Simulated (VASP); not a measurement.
# HfO2 (P-3m1) in VASP: single point with r2SCAN

Aim: the single point of HfO2 with r2SCAN.

All numbers are computed with VASP 6.6.1; they aren't measurements. Logs are shortened: lines on timing, memory, paths and dates and some standing lists are left out, and cuts for length are marked.

### 1 The cell of the first run

The structure is trigonal, space group P-3m1 (No. 164). Conventional cell: a = 3.577 Å, b = 3.577 Å, c = 8.611 Å, α = 90.00°, β = 90.00°, γ = 120.00°. Within 2.7 Å of Hf (site symmetry 3m) lie 8 O at 2.04 to 2.19 Å. Within 2.9 Å of Hf (site symmetry -3m) lie 8 O at 2.19 Å. O (site symmetry 3m) has 4 Hf at 2.19 Å and 6 O at 2.53 Å within 2.9 Å. Within 2.7 Å of O (site symmetry 3m) lie 4 Hf at 2.04 to 2.19 Å and 6 O at 2.45 to 2.53 Å. O (site symmetry 3m) has 4 Hf at 2.19 Å and 6 O at 2.53 Å within 2.9 Å.

### 2 Single point, r2SCAN (the distance across one plane changed)

Contents of POSCAR:

```
HfO2
1.0
    2.5291609878     -2.5291609878      0.0000000000
    2.5291609878      0.0000000000     -2.5291609878
    4.9717194352      4.9717194352      4.9717194352
Hf O
3 6
Direct
    0.0000000000      0.0000000000      0.8478661504
    0.3333333333      0.3333333333      0.5087264730
    0.6666666667      0.6666666667      0.1695867957
    0.6666666667      0.6666666667      0.4239415537
    1.0000000000      0.0000000000      0.0848018763
    0.3333333333      0.3333333333      0.7630812311
    0.6666666667      0.6666666667      0.9326510697
    1.0000000000      0.0000000000      0.5935113924
    0.3333333333      0.3333333333      0.2543717150
```

Contents of INCAR.step1:

```
SYSTEM = HfO2
ALGO     = Normal         ! electronic algorithm
EDIFF    = 1E-4           ! SCF threshold, eV
ENCUT    = 520            ! plane-wave cutoff, eV
GGA      = PE             ! functional
ISMEAR   = 0              ! smearing method
LASPH    = .TRUE.         ! aspherical terms in the spheres
LCHARG   = .FALSE.        ! write CHGCAR
LREAL    = .FALSE.        ! projectors in reciprocal space
LWAVE    = .TRUE.         ! write WAVECAR
NBANDS   = 43             ! bands
NELM     = 80             ! most SCF steps
PREC     = Accurate       ! precision mode
SIGMA    = 0.05           ! smearing width, eV
```

Contents of INCAR.step2:

```
SYSTEM = HfO2
ALGO     = Normal         ! electronic algorithm
EDIFF    = 1E-6           ! SCF threshold, eV
ENCUT    = 520            ! plane-wave cutoff, eV
ISIF     = 2              ! what is computed and relaxed
ISMEAR   = 0              ! smearing method
ISTART   = 1            
LASPH    = .TRUE.         ! aspherical terms in the spheres
LCHARG   = .FALSE.        ! write CHGCAR
LMIXTAU  = .TRUE.       
LREAL    = .FALSE.        ! projectors in reciprocal space
LWAVE    = .FALSE.        ! write WAVECAR
METAGGA  = R2SCAN         ! meta-GGA
NBANDS   = 43             ! bands
NELM     = 80             ! most SCF steps
PREC     = Accurate       ! precision mode
SIGMA    = 0.05           ! smearing width, eV
```

Contents of KPOINTS:

```
k-points
0
G
  7 7 3
  0 0 0
```

Potentials or basis: VASP PAW PBE potentials, release 64 (Hf_pv, O).

On the command line:

```
$ cat potpaw_PBE.64/Hf_pv/POTCAR potpaw_PBE.64/O/POTCAR > POTCAR
$ cp INCAR.step1 INCAR
$ mpirun -np 1 vasp_std > vasp.out
$ cp INCAR.step2 INCAR
$ mpirun -np 1 vasp_std > vasp.out
```

OUTCAR:

```text
SYSTEM = HfO2
   EDIFF = 1E-6
   ENCUT = 520
   ISIF = 2
   ISMEAR = 0
   ISTART = 1
   LASPH = .TRUE.
   LREAL = .FALSE.
   METAGGA = R2SCAN
   NELM = 80
   PREC = Accurate

 ion  position               nearest neighbor table
   1  0.000  0.000  0.848-   5 2.04   6 2.19   7 2.19   8 2.19   7 2.19   7 2.19   6 2.19   6 2.19
                             3 3.46   3 3.46   3 3.46   2 3.58   2 3.58   2 3.58
   2  0.333  0.333  0.509-   4 2.19   4 2.19   9 2.19   8 2.19   8 2.19   8 2.19   4 2.19   6 2.19
                             3 3.58   3 3.58   3 3.58   1 3.58   1 3.58   1 3.58
   3  0.667  0.667  0.170-   7 2.04   9 2.19   9 2.19   4 2.19   5 2.19   5 2.19   5 2.19   9 2.19
                             1 3.46   1 3.46   1 3.46   2 3.58   2 3.58   2 3.58
   4  0.667  0.667  0.424-   2 2.19   2 2.19   3 2.19   2 2.19
   5  0.000  0.000  0.085-   1 2.04   3 2.19   3 2.19   3 2.19
   6  0.333  0.333  0.763-   1 2.19   1 2.19   1 2.19   2 2.19
   7  0.667  0.667  0.933-   3 2.04   1 2.19   1 2.19   1 2.19
   8  0.000  0.000  0.594-   1 2.19   2 2.19   2 2.19   2 2.19
   9  0.333  0.333  0.254-   3 2.19   3 2.19   2 2.19   3 2.19

  LATTYP: Found a hexagonal cell.
 ALAT       =     3.5767737704
 C/A-ratio  =     2.4075525084

  Lattice vectors:

 A1 = (  -2.5291609878,   0.0000000000,   2.5291609878)
 A2 = (   2.5291609878,  -2.5291609878,   0.0000000000)
 A3 = (   4.9717194352,   4.9717194352,   4.9717194352)

Analysis of symmetry for initial positions (statically):
=====================================================================
 Subroutine PRICEL returns:
 Original cell was already a primitive cell.

 Routine SETGRP: Setting up the symmetry group for a
 hexagonal supercell.

 Subroutine GETGRP returns: Found 12 space group operations
 (whereof  6 operations were pure point group operations)
 out of a pool of 24 trial point group operations.

The static configuration has the point symmetry C_3v.
 The point group associated with its full space group is D_3d.

Analysis of symmetry for dynamics (positions and initial velocities):
=====================================================================
 Subroutine PRICEL returns:
 Original cell was already a primitive cell.

 Routine SETGRP: Setting up the symmetry group for a
 hexagonal supercell.

 Subroutine GETGRP returns: Found 12 space group operations
 (whereof  6 operations were pure point group operations)
 out of a pool of 24 trial point group operations.

The dynamic configuration has the point symmetry C_3v.
 The point group associated with its full space group is D_3d.

 Subroutine INISYM returns: Found 12 space group operations
[... 115 lines left out ...]
   TEBEG  =    0.0;   TEEND  =   0.0 temperature during run
   PSTRESS=    0.0 pullay stress
   NELECT =      66.0000    total number of electrons
   NUPDOWN=      -1.0000    fix difference up-down
   EMIN   =  10.00;   EMAX   =-10.00  energy-range for DOS
   EFERMI =   0.00;   METHOD = LEGACY
   ISMEAR =     0;   SIGMA  =   0.05  broadening in eV -4-tet -1-fermi 0-gaus
   EFERMI_NEDOS =   21; number of points for ismear=-14 and -15
   IALGO  =     38    algorithm
   IMIX   =      4    mixing-type and parameters
     AMIX     =   0.40;   BMIX     =  1.00
     AMIX_MAG =   1.60;   BMIX_MAG =  1.00
  volume/ion in A,a.u.               =      10.60        71.54
  Fermi-wavevector in a.u.,A,eV,Ry     =   1.447869  2.736075 28.522220  2.096324
  Thomas-Fermi vector in A             =   2.565775
   LORBIT       =      0    0 simple, 1 ext, 2 COOP (PROOUT), +10 PAW based schemes
   METAGGA = R2SCAN    functional components
   LHFCALC =     F    Hartree Fock is set to
   AEXX    =    0.0000 exact exchange contribution
   IVDW    =     0    specifies the selected vdW correction
   LEPSILON=     F    determine dielectric tensor
   LRPA    =     F    only Hartree local field effects (RPA)
 non-spin polarized calculation
 Gauss-broadening in eV      SIGMA  =   0.05
  energy-cutoff  :      520.00
  volume of cell :       95.41
 maximum number of plane-waves:      2601
   NGX = 13   NGY = 13   NGZ = 33

 number of electron      65.9999998 magnetization

 Free energy of the ion-electron system (eV)
  ---------------------------------------------------
  ext. energy  EPLUGINS =         0.00000000
  ---------------------------------------------------
  free energy    TOTEN  =      -205.50886246 eV

  energy without entropy =     -205.50886246  energy(sigma->0) =     -205.50886246

 E-fermi :   4.2898     XC(G=0): -12.7155

 val. band max:        4.0080970032   @ k =  -0.4286   0.1429  -0.0000
 cond. band min:       8.5828070476   @ k =   0.4286   0.0000   0.0000
 fundamental gap:      4.5747100444
 Fermi energy:         4.2898115168

 k-point     1 :       0.0000    0.0000    0.0000
  band No.  band energies     occupation
      1     -26.8943      2.00000
      2     -26.7713      2.00000
      3     -26.4812      2.00000
      4     -26.4812      2.00000
      5     -26.4545      2.00000
      6     -26.4545      2.00000
[... 909 lines left out ...]
     42      11.9850      0.00000
     43      12.0930      0.00000

------------------------ aborting loop because EDIFF is reached ----------------------------------------

  FORCE on cell =-STRESS in cart. coord.  units (eV):
  Direction    XX          YY          ZZ          XY          YZ          ZX
  --------------------------------------------------------------------------------------
  -------------------------------------------------------------------------------------
  Total        1.1218347      1.1218347      1.1218347      1.5210898      1.5210898      1.5210898
  in kB       18.8390337     18.8390337     18.8390337     25.5437477     25.5437477     25.5437477
  external PRESSURE =      18.8390337 kB  Pullay stress =       0.0000000 kB

 VOLUME and BASIS-vectors are now :
 -----------------------------------------------------------------------------
  energy-cutoff  :      520.00
  volume of cell :       95.41
      direct lattice vectors                 reciprocal lattice vectors
     2.529160988 -2.529160988  0.000000000     0.131796013 -0.263592025  0.131796013
     2.529160988  0.000000000 -2.529160988     0.131796013  0.131796013 -0.263592025
     4.971719435  4.971719435  4.971719435     0.067045886  0.067045886  0.067045886

 POSITION                                       TOTAL-FORCE (eV/Angst)
 -----------------------------------------------------------------------------------
      4.21535      4.21535      4.21535        -0.729118     -0.729118     -0.729118
      4.21535      1.68619      1.68619        -0.000000      0.000000      0.000000
      4.21535     -0.84297     -0.84297         0.729118      0.729118      0.729118
      5.47993      0.42161      0.42161         0.117132      0.117132      0.117132
      0.42161      0.42161      0.42161         0.750473      0.750473      0.750473
      5.47993      2.95077      2.95077         0.105077      0.105077      0.105077
      8.00909      2.95077      2.95077        -0.750473     -0.750473     -0.750473
      2.95077      2.95077      2.95077        -0.117132     -0.117132     -0.117132
      2.95077      0.42161      0.42161        -0.105077     -0.105077     -0.105077
 -----------------------------------------------------------------------------------
    total drift:                                0.000066      0.000065      0.000065

  FREE ENERGIE OF THE ION-ELECTRON SYSTEM (eV)
  ---------------------------------------------------
  free  energy   TOTEN  =      -205.5088624585 eV

  energy  without entropy=     -205.5088624585  energy(sigma->0) =     -205.50886246
```

Run time: 3.2 min. Hardware: 1 thread of Intel Xeon 6975P-C (Granite Rapids), shared host; peak memory 0.26 GiB.

Results:

```yaml
Free_energy: -205.5089 eV
Pressure: 1.9 GPa
Largest_force: 1.300 eV/Å
Band_gap_on_the_k_mesh: 4.57 eV
```

Forces on the atoms (eV/Å):
```
Hf  -0.729 -0.729 -0.729
Hf   0.000  0.000  0.000
Hf   0.729  0.729  0.729
O    0.117  0.117  0.117
O    0.750  0.750  0.750
O    0.105  0.105  0.105
O   -0.750 -0.750 -0.750
O   -0.117 -0.117 -0.117
O   -0.105 -0.105 -0.105
```

Caveat: the cell differs from its parent crystal (the distance across one plane changed); the PAW data sets were made with another functional, which shifts forces and pressure a little; spin-orbit coupling is left out, which moves the levels of the heavy elements; an odd mesh through Γ misses points on the zone boundary, where band edges can lie.
